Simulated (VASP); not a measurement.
# Mo (Fm-3m) in VASP: a series of runs

Mo is run at these levels: PBE, r2SCAN, PBEsol; tasks: single point.

All numbers are computed with VASP 6.6.1; they aren't measurements. Logs are shortened: lines on timing, memory, paths and dates and some standing lists are left out, and cuts for length are marked.

## 1. The cell of the first run

It takes space group Fm-3m (No. 225, cubic). Conventional cell: a = 4.160 Å, b = 4.160 Å, c = 4.160 Å, α = 90.00°, β = 90.00°, γ = 90.00°. Within 3.9 Å of Mo (site symmetry m-3m) lie 12 Mo at 2.94 Å.

## 2. Single point, PBE (functional PBE, strained)

Input file INCAR:

```
SYSTEM = Mo
PREC = Accurate
ENCUT = 520
EDIFF = 1E-7
ISMEAR = 0
SIGMA = 0.1
LREAL = .FALSE.
LASPH = .TRUE.
NELM = 100
ALGO = Fast
ISIF = 2
LWAVE = .FALSE.
LCHARG = .TRUE.
GGA = PE
LELF = .TRUE.
LVHAR = .TRUE.
NBANDS = 13
```

Input file KPOINTS:

```
Automatic mesh
0
G
  18 18 18
  0 0 0
```

Input file POSCAR:

```
Mo
1.0
    0.0000000000      2.0802054000      2.0802054000
    2.0802054000      0.0000000000      2.0802054000
    2.0802054000      2.0802054000      0.0000000000
Mo
1
Direct
    0.0000000000      0.0000000000      0.0000000000
```

Potentials or basis: VASP PAW PBE potentials, release 64 (Mo_sv).

On the command line:

```console
cat potpaw_PBE.64/Mo_sv/POTCAR > POTCAR
mpirun -np 1 vasp_std > vasp.out
```

OUTCAR:

```text
SYSTEM = Mo
   PREC = Accurate
   ENCUT = 520
   EDIFF = 1E-7
   ISMEAR = 0
   LREAL = .FALSE.
   LASPH = .TRUE.
   NELM = 100
   ISIF = 2
   GGA = PE

 ion  position               nearest neighbor table
   1  0.000  0.000  0.000-

  LATTYP: Found a face centered cubic cell.
 ALAT       =     4.1604108000

  Lattice vectors:

 A1 = (   0.0000000000,   2.0802054000,   2.0802054000)
 A2 = (   2.0802054000,   0.0000000000,   2.0802054000)
 A3 = (   2.0802054000,   2.0802054000,   0.0000000000)

Analysis of symmetry for initial positions (statically):
[... 33 lines left out ...]
                                     Primitive cell

  volume of cell :      18.0032

  direct lattice vectors                    reciprocal lattice vectors
     0.000000000  2.080205400  2.080205400    -0.240360880  0.240360880  0.240360880
     2.080205400  0.000000000  2.080205400     0.240360880 -0.240360880  0.240360880
     2.080205400  2.080205400  0.000000000     0.240360880  0.240360880 -0.240360880

  length of vectors
     2.941854689  2.941854689  2.941854689     0.416317256  0.416317256  0.416317256

  position of ions in fractional coordinates (direct lattice)
     0.000000000  0.000000000  0.000000000

  ion indices of the primitive-cell ions
   primitive index   ion index
                 1           1

----------------------------------------------------------------------------------------

 KPOINTS: Automatic mesh

Automatic generation of k-mesh.
 Grid dimensions read from file:
 generate k-points for:   18   18   18

 Generating k-lattice:

  Cartesian coordinates                     Fractional coordinates (reciprocal lattice)
    -0.013353382  0.013353382  0.013353382     0.055555556  0.000000000  0.000000000
     0.013353382 -0.013353382  0.013353382     0.000000000  0.055555556  0.000000000
     0.013353382  0.013353382 -0.013353382     0.000000000  0.000000000  0.055555556

  Length of vectors
     0.023128736  0.023128736  0.023128736

  Shift w.r.t. Gamma in fractional coordinates (k-lattice)
     0.000000000  0.000000000  0.000000000

 Subroutine IBZKPT returns following result:
 ===========================================

 Found    195 irreducible k-points:

 Following reciprocal coordinates:
            Coordinates               Weight
  0.000000  0.000000  0.000000      1.000000
  0.055556  0.000000  0.000000      8.000000
  0.111111  0.000000  0.000000      8.000000
  0.166667  0.000000  0.000000      8.000000
  0.222222  0.000000  0.000000      8.000000
  0.277778  0.000000  0.000000      8.000000
[... 16 lines left out ...]
 -0.277778  0.055556  0.000000     24.000000
 -0.222222  0.055556  0.000000     24.000000
 [... further k-points ...]
   k-points           NKPTS =    195   k-points in BZ     NKDIM =    195   number of bands    NBANDS=     13
   number of dos      NEDOS =    301   number of ions     NIONS =      1
   total plane-waves  NPLWV =  13824
   dimension x,y,z NGX =    24 NGY =   24 NGZ =   24
   dimension x,y,z NGXF=    48 NGYF=   48 NGZF=   48
   ions per type =               1
   NGX,Y,Z   is equivalent  to a cutoff of  13.56, 13.56, 13.56 a.u.
   NGXF,Y,Z  is equivalent  to a cutoff of  27.13, 27.13, 27.13 a.u.
 SYSTEM =  Mo
   PREC   = accura    normal or accurate (medium, high low for compatibility)
   ISTART =      0    job   : 0-new  1-cont  2-samecut
   ICHARG =      2    charge: 1-file 2-atom 10-const
   ISPIN  =      1    spin polarized calculation?
   LNONCOLLINEAR =      F non collinear calculations
   LSORBIT =      F    spin-orbit coupling
   LASPH  =      T    aspherical Exc in radial PAW
   ENCUT  =  520.0 eV  38.22 Ry    6.18 a.u.   5.47  5.47  5.47*2*pi/ulx,y,z
   NELM   =    100;   NELMIN=  2; NELMDL= -5     # of ELM steps
   EDIFF  = 0.1E-06   stopping-criterion for ELM
   LREAL  =      F    real-space projection
   EDIFFG = 0.1E-05   stopping-criterion for IOM
   NSW    =      0    number of steps for IOM
   IBRION =     -1    ionic relax: 0-MD 1-quasi-New 2-CG
   NFREE  =      0    steps in history (QN), initial steepest desc. (CG)
   ISIF   =      2    stress and relaxation
   ISYM   =      2    0-nonsym 1-usesym 2-fastsym
   POTIM  = 0.5000    time-step for ionic-motion
   TEBEG  =    0.0;   TEEND  =   0.0 temperature during run
   PSTRESS=    0.0 pullay stress
   NELECT =      14.0000    total number of electrons
   NUPDOWN=      -1.0000    fix difference up-down
   EMIN   =  10.00;   EMAX   =-10.00  energy-range for DOS
   EFERMI =   0.00;   METHOD = LEGACY
   ISMEAR =     0;   SIGMA  =   0.10  broadening in eV -4-tet -1-fermi 0-gaus
   EFERMI_NEDOS =   21; number of points for ismear=-14 and -15
   IALGO  =     68    algorithm
   IMIX   =      4    mixing-type and parameters
     AMIX     =   0.40;   BMIX     =  1.00
     AMIX_MAG =   1.60;   BMIX_MAG =  1.00
  volume/ion in A,a.u.               =      18.00       121.49
  Fermi-wavevector in a.u.,A,eV,Ry     =   1.505456  2.844899 30.836198  2.266397
  Thomas-Fermi vector in A             =   2.616302
   LORBIT       =      0    0 simple, 1 ext, 2 COOP (PROOUT), +10 PAW based schemes
   GGA     = PE    functional components
   LHFCALC =     F    Hartree Fock is set to
   AEXX    =    0.0000 exact exchange contribution
   IVDW    =     0    specifies the selected vdW correction
   LEPSILON=     F    determine dielectric tensor
   LRPA    =     F    only Hartree local field effects (RPA)
 non-spin polarized calculation
 RMM-DIIS sequential band-by-band and
 Gauss-broadening in eV      SIGMA  =   0.10
  energy-cutoff  :      520.00
  volume of cell :       18.00
 maximum number of plane-waves:       531
 NGX is ok and might be reduce to    24
   NGX = 11   NGY = 11   NGZ = 11

 number of electron      13.9999999 magnetization

 Free energy of the ion-electron system (eV)
  ---------------------------------------------------
  ext. energy  EPLUGINS =         0.00000000
  ---------------------------------------------------
  free energy    TOTEN  =       -10.37198236 eV

  energy without entropy =      -10.36433100  energy(sigma->0) =      -10.36815668

 E-fermi :  10.0778     XC(G=0): -12.5942

 val. band max:       10.0692505554   @ k =  -0.4444   0.1667   0.0000
 cond. band min:      10.0821915819   @ k =   0.2222   0.1667   0.0556
 fundamental gap:      0.0129410265
 Fermi energy:        10.0777936049

 k-point     1 :       0.0000    0.0000    0.0000
  band No.  band energies     occupation
      1     -50.7117      2.00000
      2     -24.2578      2.00000
      3     -24.2578      2.00000
      4     -24.2578      2.00000
      5       3.7277      2.00000
      6       9.5146      2.00000
      7       9.5146      2.00000
      8       9.5146      2.00000
      9      11.7667      0.00000
     10      11.7667      0.00000
     11      23.0782      0.00000
     12      27.7847      0.00000
     13      27.7847      0.00000

 k-point     2 :       0.0556    0.0000    0.0000
  band No.  band energies     occupation
      1     -50.7076      2.00000
      2     -24.2858      2.00000
      3     -24.2614      2.00000
      4     -24.2614      2.00000
      5       3.8390      2.00000
      6       9.4423      2.00000
      7       9.5640      2.00000
      8       9.5640      2.00000
      9      11.7300      0.00000
     10      11.7300      0.00000
     11      23.2831      0.00000
     12      27.2432      0.00000
     13      27.9768      0.00000

 k-point     3 :       0.1111    0.0000    0.0000
  band No.  band energies     occupation
      1     -50.6957      2.00000
      2     -24.3660      2.00000
      3     -24.2719      2.00000
      4     -24.2719      2.00000
      5       4.1604      2.00000
      6       9.2555      2.00000
      7       9.6928      2.00000
      8       9.6928      2.00000
      9      11.6484      0.00000
     10      11.6484      0.00000
     11      23.8427      0.00000
     12      26.1411      0.00000
     13      28.5359      0.00000

 k-point     4 :       0.1667    0.0000    0.0000
  band No.  band energies     occupation
      1     -50.6775      2.00000
      2     -24.4875      2.00000
      3     -24.2878      2.00000
      4     -24.2878      2.00000
      5       4.6487      2.00000
      6       9.0357      2.00000
      7       9.8351      1.99940
      8       9.8351      1.99940
      9      11.6093      0.00000
     10      11.6093      0.00000
     11      24.4681      0.00000
     12      25.1007      0.00000
     13      29.4142      0.00000

 k-point     5 :       0.2222    0.0000    0.0000
  band No.  band energies     occupation
      1     -50.6552      2.00000
      2     -24.6344      2.00000
      3     -24.3072      2.00000
      4     -24.3072      2.00000
      5       5.2138      2.00000
      6       8.9072      2.00000
      7       9.8865      1.99317
      8       9.8865      1.99317
      9      11.7363      0.00000
     10      11.7363      0.00000
     11      23.7262      0.00000
     12      25.3500      0.00000
     13      30.5353      0.00000

 k-point     6 :       0.2778    0.0000    0.0000
  band No.  band energies     occupation
      1     -50.6312      2.00000
      2     -24.7882      2.00000
      3     -24.3279      2.00000
      4     -24.3279      2.00000
      5       5.7015      2.00000
      6       9.0343      2.00000
      7       9.8057      1.99988
      8       9.8057      1.99988
      9      12.0753      0.00000
     10      12.0753      0.00000
     11      22.7135      0.00000
     12      25.2488      0.00000
     13      31.5926      0.00000

 k-point     7 :       0.3333    0.0000    0.0000
  band No.  band energies     occupation
      1     -50.6087      2.00000
      2     -24.9305      2.00000
      3     -24.3472      2.00000
      4     -24.3472      2.00000
      5       5.9687      2.00000
      6       9.5318      2.00000
      7       9.6562      2.00000
      8       9.6562      2.00000
      9      12.5411      0.00000
     10      12.5411      0.00000
     11      21.7360      0.00000
     12      24.4168      0.00000
     13      30.4442      0.00000
[... 193 lines left out ...]
 k-point    20 :      -0.4444    0.0556    0.0000
  band No.  band energies     occupation
      1     -50.5739      2.00000
      2     -25.1246      2.00000
      3     -24.3973      2.00000
      4     -24.3766      2.00000
      5       6.1163      2.00000
      6       9.2818      2.00000
      7       9.4606      2.00000
      8      10.9062      0.00000
      9      13.3231      0.00000
     10      13.8570      0.00000
     11      19.6907      0.00000
     12      22.9986      0.00000
     13      27.8108      0.00000

 k-point    21 :      -0.3889    0.0556    0.0000
  band No.  band energies     occupation
      1     -50.5834      2.00000
      2     -25.0674      2.00000
      3     -24.3933      2.00000
      4     -24.3640      2.00000
      5       6.1336      2.00000
      6       9.3810      2.00000
      7       9.5309      2.00000
      8      10.3496      0.00012
      9      12.9302      0.00000
     10      13.6016      0.00000
     11      20.4633      0.00000
     12      23.4174      0.00000
     13      28.1854      0.00000

 k-point    22 :      -0.3333    0.0556    0.0000
  band No.  band energies     occupation
      1     -50.5998      2.00000
      2     -24.9677      2.00000
      3     -24.3821      2.00000
      4     -24.3464      2.00000
      5       6.1045      2.00000
      6       9.5351      2.00000
      7       9.6174      2.00000
      8       9.6622      2.00000
      9      12.4147      0.00000
     10      13.1630      0.00000
     11      21.4856      0.00000
     12      24.1987      0.00000
     13      28.9773      0.00000

 k-point    23 :      -0.2778    0.0556    0.0000
  band No.  band energies     occupation
      1     -50.6210      2.00000
      2     -24.8364      2.00000
      3     -24.3649      2.00000
      4     -24.3258      2.00000
      5       5.9140      2.00000
      6       9.0406      2.00000
      7       9.7120      2.00000
      8       9.8246      1.99966
      9      11.8906      0.00000
     10      12.6626      0.00000
     11      22.5056      0.00000
     12      25.1152      0.00000
     13      29.9247      0.00000

 k-point    24 :      -0.2222    0.0556    0.0000
  band No.  band energies     occupation
      1     -50.6445      2.00000
      2     -24.6886      2.00000
      3     -24.3436      2.00000
      4     -24.3048      2.00000
      5       5.4859      2.00000
      6       8.8174      2.00000
      7       9.8542      1.99844
      8       9.9501      1.92915
      9      11.4835      0.00000
     10      12.2154      0.00000
     11      23.5127      0.00000
     12      25.5242      0.00000
     13      29.8795      0.00000

 [... further k-points ...]

------------------------ aborting loop because EDIFF is reached ----------------------------------------

  FORCE on cell =-STRESS in cart. coord.  units (eV):
  Direction    XX          YY          ZZ          XY          YZ          ZX
  --------------------------------------------------------------------------------------
  -------------------------------------------------------------------------------------
  Total       -2.4270437     -2.4270437     -2.4270437      0.0000000      0.0000000      0.0000000
  in kB     -215.9929204   -215.9929204   -215.9929204      0.0000000      0.0000000      0.0000000
  external PRESSURE =    -215.9929204 kB  Pullay stress =       0.0000000 kB

 VOLUME and BASIS-vectors are now :
 -----------------------------------------------------------------------------
  energy-cutoff  :      520.00
  volume of cell :       18.00
      direct lattice vectors                 reciprocal lattice vectors
     0.000000000  2.080205400  2.080205400    -0.240360880  0.240360880  0.240360880
     2.080205400  0.000000000  2.080205400     0.240360880 -0.240360880  0.240360880
     2.080205400  2.080205400  0.000000000     0.240360880  0.240360880 -0.240360880

 POSITION                                       TOTAL-FORCE (eV/Angst)
 -----------------------------------------------------------------------------------
      0.00000      0.00000      0.00000        -0.000000      0.000000     -0.000000
 -----------------------------------------------------------------------------------
    total drift:                               -0.000000      0.000000     -0.000000

  FREE ENERGIE OF THE ION-ELECTRON SYSTEM (eV)
  ---------------------------------------------------
  free  energy   TOTEN  =       -10.3719823596 eV

  energy  without entropy=      -10.3643310046  energy(sigma->0) =      -10.36815668
```

Run time: 27 s. Hardware: 1 thread of Intel Xeon Platinum 8488C (Sapphire Rapids), shared host; peak memory 0.17 GiB.

Results:

| Item | Value |
| --- | --- |
| Free energy | -10.3720 eV |
| Pressure | -21.6 GPa |
| Band gap on the k mesh | zero (band 7 reaches 13.45 eV, above the bottom of band 8 at 9.51 eV) |

Levels at points of the mesh, in eV from the Fermi level:
```
           k point  band 4  band 5  band 6  band 7  band 8  band 9  band 10  band 11
(0.00, 0.00, 0.00)  -34.34   -6.35   -0.56   -0.56   -0.56    1.69     1.69    13.00
(0.50, 0.00, 0.00)  -34.45   -4.06   -0.70   -0.70    1.23    3.41     3.41     9.49
(0.50, 0.50, 0.00)  -34.66   -4.22   -3.61    3.37    3.42    3.90     3.90    11.57
```

Caveat: the cell differs from its parent crystal (functional PBE, strained).

## 3. Single point, r2SCAN (functional r2SCAN, strained)

Input file POSCAR:

```
Mo
1.0
    0.0000000000      2.1035995500      2.1035995500
    2.1035995500      0.0000000000      2.1035995500
    2.1035995500      2.1035995500      0.0000000000
Mo
1
Direct
    0.0000000000      0.0000000000      0.0000000000
```

Input file INCAR.step1:

```
SYSTEM = Mo
PREC     = Accurate       ! precision mode
ENCUT    = 520            ! plane-wave cutoff, eV
ISMEAR   = 0              ! smearing method
SIGMA    = 0.1            ! smearing width, eV
LREAL    = .False.        ! projectors in reciprocal space
LASPH    = .True.         ! aspherical terms in the spheres
NELM     = 60             ! most SCF steps
NBANDS   = 13             ! bands
GGA      = PE             ! functional
ALGO     = Normal         ! electronic algorithm
EDIFF    = 1E-4           ! SCF threshold, eV
LWAVE    = .True.         ! write WAVECAR
LCHARG   = .False.        ! write CHGCAR
```

Input file INCAR.step2:

```
SYSTEM = Mo
PREC     = Accurate       ! precision mode
ENCUT    = 520            ! plane-wave cutoff, eV
EDIFF    = 1E-6           ! SCF threshold, eV
ISMEAR   = 0              ! smearing method
SIGMA    = 0.1            ! smearing width, eV
LREAL    = .False.        ! projectors in reciprocal space
LASPH    = .True.         ! aspherical terms in the spheres
NELM     = 60             ! most SCF steps
ALGO     = Normal         ! electronic algorithm
ISIF     = 2              ! what is computed and relaxed
LWAVE    = .False.        ! write WAVECAR
LCHARG   = .False.        ! write CHGCAR
METAGGA  = R2SCAN         ! meta-GGA
LMIXTAU  = .True.       
NBANDS   = 13             ! bands
ISTART   = 1
```

Input file KPOINTS:

```
Automatic mesh
0
Gamma
  18 18 18
  0 0 0
```

Potentials or basis: VASP PAW PBE potentials, release 64 (Mo_sv).

On the command line:

```console
cat potpaw_PBE.64/Mo_sv/POTCAR > POTCAR
cp INCAR.step1 INCAR
mpirun -np 1 vasp_std > vasp.out
cp INCAR.step2 INCAR
mpirun -np 1 vasp_std > vasp.out
```

Wall time 93 s (1 thread of Intel Xeon Platinum 8488C (Sapphire Rapids), shared host); peak memory 0.17 GiB.

Results (log left out):

| Item | Value |
| --- | --- |
| Free energy | -25.3231 eV |
| Pressure | -28.6 GPa |
| Band gap on the k mesh | zero (band 7 reaches 12.88 eV, above the bottom of band 8 at 9.00 eV) |

Levels at points of the mesh, in eV from the Fermi level:
```
           k point  band 4  band 5  band 6  band 7  band 8  band 9  band 10  band 11
(0.00, 0.00, 0.00)  -35.60   -6.67   -0.58   -0.58   -0.58    1.80     1.80    13.45
(0.50, 0.00, 0.00)  -35.72   -4.19   -0.64   -0.64    1.03    3.42     3.42     9.54
(0.50, 0.50, 0.00)  -35.91   -4.22   -3.70    3.30    3.46    3.84     3.84    11.90
```

Caveat: the cell differs from its parent crystal (functional r2SCAN, strained); the PAW data sets were made with another functional, which shifts forces and pressure a little.

[end of part 1 of 2]
